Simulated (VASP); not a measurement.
Write the native input for VASP 6.6.1 that does the following.

```yaml
Task: single point
Functional: PBE
Potentials_or_basis: VASP PAW PBE potentials, release 64 (Hf_pv, C)
Cutoff: 520 eV
k_mesh: 18 × 18 × 18
Occupations: gaussian, width 0.15 eV
Spin: no spin polarisation
Dipole_correction: no
Further_INCAR_settings: ALGO = Normal; EDIFF = 1e-06; NBANDS = 14
```

The structure of HfC lies in POSCAR:

```
HfC
1.0
    0.0000000000      2.3250000000      2.3250000000
    2.3250000000      0.0000000000      2.3250000000
    2.3250000000      2.3250000000      0.0000000000
Hf C
1 1
Direct
    0.5000000000      0.5000000000      0.5000000000
    0.0000000000      0.0000000000     -0.0684296885
```

This cell differs from its parent crystal: atom 2 (C) moved by (-0.225, +0.000) A along [1 1 0] and z.

These files were run (other wordings do the same):

INCAR

```
ALGO     = Normal         # electronic algorithm
EDIFF    = 1E-6           # SCF threshold, eV
ENCUT    = 520            # plane-wave cutoff, eV
GGA      = PE             # functional
ISIF     = 2              # what is computed and relaxed
ISMEAR   = 0              # smearing method
LASPH    = T              # aspherical terms in the spheres
LCHARG   = F              # write CHGCAR
LREAL    = F              # projectors in reciprocal space
LWAVE    = F              # write WAVECAR
NBANDS   = 14             # bands
NELM     = 80             # most SCF steps
PREC     = Accurate       # precision mode
SIGMA    = 0.15           # smearing width, eV
```

KPOINTS

```
k-points
0
Gamma
  18 18 18
```

Potentials or basis: VASP PAW PBE potentials, release 64 (Hf_pv, C).

Launch:

```bash
$ cat potpaw_PBE.64/Hf_pv/POTCAR potpaw_PBE.64/C/POTCAR > POTCAR
$ mpirun -np 1 vasp_std > vasp.out
```

It gave:

The pressure is 4.1 GPa. The largest force is 1.645 eV/Å and the band gap on the k mesh is zero (band 7 reaches 6.27 eV, above the bottom of band 8 at 6.19 eV).

Caveat: the cell differs from its parent crystal (atom 2 (C) moved by (-0.225, +0.000) A along [1 1 0] and z); spin-orbit coupling is left out, which moves the levels of the heavy elements; forces of over 1 eV/Å act on the atoms, so gaps and moduli don't describe the material at rest.

Wall time 2 min on 1 thread of Intel(R) Xeon(R) Platinum 8259CL CPU @ 2.50GHz (Skylake/Cascade Lake) (shared host), peak memory 0.41 GiB.
